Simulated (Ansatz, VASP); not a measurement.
## One calculation of Zr2SeS2, two programs

Contents of INCAR:

```
SYSTEM = Zr2SeS2
  ALGO = Normal
  EDIFF = 1E-6
  ENCUT = 520
  GGA = PE
  ISIF = 2
  ISMEAR = 0
  ISPIN = 2
  LASPH = .TRUE.
  LCHARG = .FALSE.
  LMAXMIX = 4
  LORBIT = 11
  LREAL = .FALSE.
  LWAVE = .FALSE.
  MAGMOM = 1 1 0 0 0
  NBANDS = 33
  NELM = 150
  PREC = Accurate
  SIGMA = 0.1
```

KPOINTS

```
k-points
0
G
  4 4 4
  0 0 0
```

POSCAR

```
Zr2SeS2
1.0
    5.0335838534      0.0000000000      0.0000000000
    0.0000000000      5.0335838534      0.0000000000
    0.0000000000      0.0000000000      4.6345949666
Zr Se S
2 1 2
Direct
    0.0000000000      0.5000000000      0.0000000000
    0.5000000000      0.0000000000      0.0000000000
    0.5000000000      0.5000000000      0.0000000000
    0.5000000000      0.5000000000      0.5000000000
    0.0000000000      0.0000000000      0.5000000000
```

Input for Ansatz:

```yaml
crystal:
  lattice:
    - [5.0335838534, 0.0, 0.0]
    - [0.0, 5.0335838534, 0.0]
    - [0.0, 0.0, 4.6345949666]
  atoms:
    - { symbol: Zr, position: [0.0, 0.5, 0.0], spin: 1.0 }
    - { symbol: Zr, position: [0.5, 0.0, 0.0], spin: 1.0 }
    - { symbol: Se, position: [0.5, 0.5, 0.0] }
    - { symbol: S, position: [0.5, 0.5, 0.5] }
    - { symbol: S, position: [0.0, 0.0, 0.5] }
basis:
  ecutwfc: 420
kpoints:
  mp_grid: { grid: [4, 4, 4] }
hamiltonian:
  xc: pbe
scf:
  occupations: { method: gaussian, width: 0.1 }
  lower_state_search: "off"
output:
  forces: true
  stress: true
  eigenvalues: true
  populations: true
magnetization:
  spin_polarized: true
```

Alike in both runs: task single point; functional PBE; k mesh 4 × 4 × 4; occupations gaussian, width 0.1 eV; collinear spin.

|  | VASP | Ansatz |
| --- | --- | --- |
| version | VASP 6.6.1 | Ansatz 0.2.0 |
| potentials or method | VASP PAW PBE potentials, release 64 (Zr_sv, Se, S), cutoff 520 eV | scalar-relativistic, plane waves, PAW |
| valence electrons in the cell | 42 | 52 |

|  | VASP | Ansatz | Ansatz less VASP |
| --- | --- | --- | --- |
| gap on the k mesh at the Fermi level (eV) | none | none | - |
| pressure (GPa) | 0.1 | 0.0 | -0.08 |
| traceless stress, the component that is largest in VASP (GPa) | -0.13 | -0.10 | +0.034 |
| net moment per atom (μB) | 0.00 | 0.00 | -0.001 |

A gap of «none» marks a metal or a gap that the smearing closes. With one functional, cell and mesh, what is left measures potentials, basis and numerics. VASP's potentials hold 42 valence electrons a cell and Ansatz's 52, so a difference there can come from the potentials and not from the codes. Ansatz's warnings: seeded moment not kept.
